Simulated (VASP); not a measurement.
# AlGa3N4 (P-43m) in VASP: further runs, part 2 of 2

VASP 6.6.1. Earlier steps stand in the parts before.

**3. Single point, LDA**

This run uses another cell than the first one, of 9.54 Å³/atom, 1.048 times its volume.

INCAR reads:

```
SYSTEM = AlGa3N4
ALGO = Normal
EDIFF = 1E-7
ENCUT = 520
GGA = CA
ISIF = 2
ISMEAR = 0
LASPH = .True.
LCHARG = .False.
LREAL = .False.
LWAVE = .False.
NBANDS = 41
NELM = 100
PREC = Accurate
SIGMA = 0.05
```

KPOINTS reads:

```
k-points
0
Gamma
  6 6 6
  0 0 0
```

POSCAR reads:

```
AlGa3N4
1.0
    4.2420566740      0.0000000000      0.0000000000
    0.0000000000      4.2420566740      0.0000000000
    0.0000000000      0.0000000000      4.2420566740
Al Ga N
1 3 4
Direct
    0.0000000000      0.0000000000      0.0000000000
    0.5000000000      0.5000000000      0.0000000000
    0.5000000000      0.0000000000      0.5000000000
    0.0000000000      0.5000000000      0.5000000000
    0.7548078379      0.7548078379      0.2451921621
    0.7548078379      0.2451921621      0.7548078379
    0.2451921621      0.7548078379      0.7548078379
    0.2451921621      0.2451921621      0.2451921621
```

Potentials or basis: VASP PAW LDA potentials, release 64 (Al, Ga_d, N).

Launch:

```console
$ cat potpaw_LDA.64/Al/POTCAR potpaw_LDA.64/Ga_d/POTCAR potpaw_LDA.64/N/POTCAR > POTCAR
$ mpirun -np 1 vasp_std > vasp.out
```

OUTCAR:

```text
SYSTEM = AlGa3N4
   EDIFF = 1E-7
   ENCUT = 520
   GGA = CA
   ISIF = 2
   ISMEAR = 0
   LASPH = .True.
   LREAL = .False.
   NELM = 100
   PREC = Accurate

 ion  position               nearest neighbor table
   1  0.000  0.000  0.000-   5 1.80   6 1.80   7 1.80   8 1.80   3 3.00   4 3.00   2 3.00   3 3.00
                             4 3.00   2 3.00   4 3.00   4 3.00   2 3.00   3 3.00   3 3.00   2 3.00
   2  0.500  0.500  0.000-   5 1.85   6 1.85   7 1.85   8 1.85   1 3.00   1 3.00   1 3.00   1 3.00

   3  0.500  0.000  0.500-   5 1.85   6 1.85   7 1.85   8 1.85   1 3.00   1 3.00   1 3.00   1 3.00

   4  0.000  0.500  0.500-   5 1.85   6 1.85   7 1.85   8 1.85   1 3.00   1 3.00   1 3.00   1 3.00

   5  0.755  0.755  0.245-   1 1.80   2 1.85   3 1.85   4 1.85
   6  0.755  0.245  0.755-   1 1.80   2 1.85   3 1.85   4 1.85
   7  0.245  0.755  0.755-   1 1.80   2 1.85   3 1.85   4 1.85
   8  0.245  0.245  0.245-   1 1.80   2 1.85   3 1.85   4 1.85

  LATTYP: Found a simple cubic cell.
 ALAT       =     4.2420566740

  Lattice vectors:

 A1 = (   4.2420566740,   0.0000000000,   0.0000000000)
 A2 = (   0.0000000000,   4.2420566740,   0.0000000000)
 A3 = (   0.0000000000,   0.0000000000,   4.2420566740)

Analysis of symmetry for initial positions (statically):
=====================================================================
 Subroutine PRICEL returns:
 Original cell was already a primitive cell.

 Routine SETGRP: Setting up the symmetry group for a
 simple cubic supercell.

 Subroutine GETGRP returns: Found 24 space group operations
 (whereof 24 operations were pure point group operations)
 out of a pool of 48 trial point group operations.

The static configuration has the point symmetry T_d .

Analysis of symmetry for dynamics (positions and initial velocities):
=====================================================================
 Subroutine PRICEL returns:
 Original cell was already a primitive cell.

 Routine SETGRP: Setting up the symmetry group for a
 simple cubic supercell.

 Subroutine GETGRP returns: Found 24 space group operations
 (whereof 24 operations were pure point group operations)
 out of a pool of 48 trial point group operations.

The dynamic configuration has the point symmetry T_d .

 Subroutine INISYM returns: Found 24 space group operations
 (whereof 24 operations are pure point group operations),
 and found     1 'primitive' translations

----------------------------------------------------------------------------------------

                                     Primitive cell

  volume of cell :      76.3360

  direct lattice vectors                    reciprocal lattice vectors
     4.242056674  0.000000000  0.000000000     0.235734710  0.000000000  0.000000000
     0.000000000  4.242056674  0.000000000     0.000000000  0.235734710  0.000000000
     0.000000000  0.000000000  4.242056674     0.000000000  0.000000000  0.235734710

  length of vectors
     4.242056674  4.242056674  4.242056674     0.235734710  0.235734710  0.235734710

  position of ions in fractional coordinates (direct lattice)
     0.000000000  0.000000000  0.000000000
     0.500000000  0.500000000  0.000000000
     0.500000000  0.000000000  0.500000000
[... 48 lines left out ...]
  0.500000  0.000000  0.000000      3.000000
  0.166667  0.166667  0.000000     12.000000
  0.333333  0.166667  0.000000     24.000000
[... 12 lines left out ...]
  0.500000  0.500000  0.333333      6.000000
  0.500000  0.500000  0.500000      1.000000
   k-points           NKPTS =     20   k-points in BZ     NKDIM =     20   number of bands    NBANDS=     41
   number of dos      NEDOS =    301   number of ions     NIONS =      8
   total plane-waves  NPLWV =  32768
   dimension x,y,z NGX =    32 NGY =   32 NGZ =   32
   dimension x,y,z NGXF=    64 NGYF=   64 NGZF=   64
   ions per type =               1   3   4
   NGX,Y,Z   is equivalent  to a cutoff of  12.54, 12.54, 12.54 a.u.
   NGXF,Y,Z  is equivalent  to a cutoff of  25.08, 25.08, 25.08 a.u.
 SYSTEM =  AlGa3N4
   PREC   = accura    normal or accurate (medium, high low for compatibility)
   ISTART =      0    job   : 0-new  1-cont  2-samecut
   ICHARG =      2    charge: 1-file 2-atom 10-const
   ISPIN  =      1    spin polarized calculation?
   LNONCOLLINEAR =      F non collinear calculations
   LSORBIT =      F    spin-orbit coupling
   LASPH  =      T    aspherical Exc in radial PAW
   ENCUT  =  520.0 eV  38.22 Ry    6.18 a.u.   7.89  7.89  7.89*2*pi/ulx,y,z
   NELM   =    100;   NELMIN=  2; NELMDL= -5     # of ELM steps
   EDIFF  = 0.1E-06   stopping-criterion for ELM
   LREAL  =      F    real-space projection
   EDIFFG = 0.1E-05   stopping-criterion for IOM
   NSW    =      0    number of steps for IOM
   IBRION =     -1    ionic relax: 0-MD 1-quasi-New 2-CG
   NFREE  =      0    steps in history (QN), initial steepest desc. (CG)
   ISIF   =      2    stress and relaxation
   ISYM   =      2    0-nonsym 1-usesym 2-fastsym
   POTIM  = 0.5000    time-step for ionic-motion
   TEBEG  =    0.0;   TEEND  =   0.0 temperature during run
   PSTRESS=    0.0 pullay stress
   NELECT =      62.0000    total number of electrons
   NUPDOWN=      -1.0000    fix difference up-down
   EMIN   =  10.00;   EMAX   =-10.00  energy-range for DOS
   EFERMI =   0.00;   METHOD = LEGACY
   ISMEAR =     0;   SIGMA  =   0.05  broadening in eV -4-tet -1-fermi 0-gaus
   EFERMI_NEDOS =   21; number of points for ismear=-14 and -15
   IALGO  =     38    algorithm
   IMIX   =      4    mixing-type and parameters
     AMIX     =   0.40;   BMIX     =  1.00
     AMIX_MAG =   1.60;   BMIX_MAG =  1.00
  volume/ion in A,a.u.               =       9.54        64.39
  Fermi-wavevector in a.u.,A,eV,Ry     =   1.527433  2.886430 31.743107  2.333053
  Thomas-Fermi vector in A             =   2.635330
   LORBIT       =      0    0 simple, 1 ext, 2 COOP (PROOUT), +10 PAW based schemes
   GGA     = CA    functional components
   LHFCALC =     F    Hartree Fock is set to
   AEXX    =    0.0000 exact exchange contribution
   IVDW    =     0    specifies the selected vdW correction
   LEPSILON=     F    determine dielectric tensor
   LRPA    =     F    only Hartree local field effects (RPA)
 non-spin polarized calculation
 Gauss-broadening in eV      SIGMA  =   0.05
  energy-cutoff  :      520.00
  volume of cell :       76.34
 maximum number of plane-waves:      2103
 NGX is ok and might be reduce to    32
   NGX = 15   NGY = 15   NGZ = 15

 number of electron      61.9999972 magnetization

 Free energy of the ion-electron system (eV)
  ---------------------------------------------------
  ext. energy  EPLUGINS =         0.00000000
  ---------------------------------------------------
  free energy    TOTEN  =       -57.11076392 eV

  energy without entropy =      -57.11076392  energy(sigma->0) =      -57.11076392

 E-fermi :   7.2155     XC(G=0): -12.7574

 val. band max:        6.9711945921   @ k =   0.0000   0.0000   0.0000
 cond. band min:      10.4208762548   @ k =   0.0000   0.0000   0.0000
 fundamental gap:      3.4496816628
 Fermi energy:         7.2155054655

 k-point     1 :       0.0000    0.0000    0.0000
  band No.  band energies     occupation
      1      -9.9295      2.00000
      2      -8.0675      2.00000
      3      -8.0675      2.00000
      4      -8.0675      2.00000
      5      -6.4838      2.00000
      6      -6.4097      2.00000
[... 869 lines left out ...]
     40      17.5273      0.00000
     41      17.5273      0.00000

------------------------ aborting loop because EDIFF is reached ----------------------------------------

  FORCE on cell =-STRESS in cart. coord.  units (eV):
  Direction    XX          YY          ZZ          XY          YZ          ZX
  --------------------------------------------------------------------------------------
  -------------------------------------------------------------------------------------
  Total       17.0922626     17.0922626     17.0922626     -0.0000000     -0.0000000      0.0000000
  in kB      358.7407741    358.7407741    358.7407741     -0.0000000     -0.0000000      0.0000000
  external PRESSURE =     358.7407741 kB  Pullay stress =       0.0000000 kB

 VOLUME and BASIS-vectors are now :
 -----------------------------------------------------------------------------
  energy-cutoff  :      520.00
  volume of cell :       76.34
      direct lattice vectors                 reciprocal lattice vectors
     4.242056674  0.000000000  0.000000000     0.235734710  0.000000000  0.000000000
     0.000000000  4.242056674  0.000000000     0.000000000  0.235734710  0.000000000
     0.000000000  0.000000000  4.242056674     0.000000000  0.000000000  0.235734710

 POSITION                                       TOTAL-FORCE (eV/Angst)
 -----------------------------------------------------------------------------------
      0.00000      0.00000      0.00000         0.000000      0.000000      0.000000
      2.12103      2.12103      0.00000         0.000000      0.000000      0.000000
      2.12103      0.00000      2.12103        -0.000000      0.000000      0.000000
      0.00000      2.12103      2.12103         0.000000      0.000000      0.000000
      3.20194      3.20194      1.04012         0.063403      0.063403     -0.063403
      3.20194      1.04012      3.20194         0.063403     -0.063403      0.063403
      1.04012      3.20194      3.20194        -0.063403      0.063403      0.063403
      1.04012      1.04012      1.04012        -0.063403     -0.063403     -0.063403
 -----------------------------------------------------------------------------------
    total drift:                               -0.000000     -0.000000     -0.000000

  FREE ENERGIE OF THE ION-ELECTRON SYSTEM (eV)
  ---------------------------------------------------
  free  energy   TOTEN  =       -57.1107639168 eV

  energy  without entropy=      -57.1107639168  energy(sigma->0) =      -57.11076392
```

It took 22 s on 1 thread of Intel Xeon 6975P-C (Granite Rapids), shared host; peak memory 0.18 GiB.

What came out:

- Free energy: -57.1108 eV
- Pressure: 35.9 GPa
- Largest force: 0.110 eV/Å
- Band gap on the k mesh: 3.45 eV, direct

Forces on the atoms (eV/Å):
```
Al   0.000  0.000  0.000
Ga   0.000  0.000  0.000
Ga   0.000  0.000  0.000
Ga   0.000  0.000  0.000
N    0.063  0.063 -0.063
N    0.063 -0.063  0.063
N   -0.063  0.063  0.063
N   -0.063 -0.063 -0.063
```

Levels at points of the mesh, in eV from the valence-band top:
| k point | band 29 | band 30 | band 31 | band 32 | band 33 | band 34 |
| --- | --- | --- | --- | --- | --- | --- |
| (0.00, 0.00, 0.00) | 0.00 | 0.00 | 0.00 | 3.45 | 3.45 | 3.45 |
| (0.50, 0.00, 0.00) | -1.79 | -1.39 | -1.39 | 5.51 | 5.57 | 6.49 |
| (0.50, 0.50, 0.00) | -1.10 | -1.10 | -0.73 | 7.56 | 7.70 | 8.03 |
| (0.50, 0.50, 0.50) | -0.79 | -0.79 | -0.79 | 6.11 | 6.11 | 6.11 |
